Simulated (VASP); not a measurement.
The system is SnO2.

```xyz
6
Lattice="-2.0001 2.0001 5.1237 2.0001 -2.0001 5.1237 2.0001 2.0001 -5.1237" Properties=species:S:1:pos:R:3 pbc="T T T"
Sn    0.0000    2.0001    2.5618
Sn    0.0000    0.0000    0.0000
O     0.0000    0.0000    8.1623
O     0.0000    2.0001    4.6469
O     0.0000    0.0000    2.0851
O     0.0000    2.0001    0.4767
```

Program: VASP 6.6.1. Alike in all runs: task single point; level PBEsol; potentials or basis VASP PAW PBE potentials, release 64 (Sn_d, O); no spin polarisation; cell as given; cutoff (eV) 520; smearing gaussian 0.01 eV. Hardware: 1 thread of Intel Xeon 6975P-C, on a shared host.

Problem. Order these runs on this cell by their wall time, lowest first.
A. k mesh 6 × 6 × 6
B. k mesh 10 × 10 × 10
C. k mesh 4 × 4 × 4

Solution. C (89 s), A (190 s), B (590 s).

Caveats: some runs use coarse meshes.
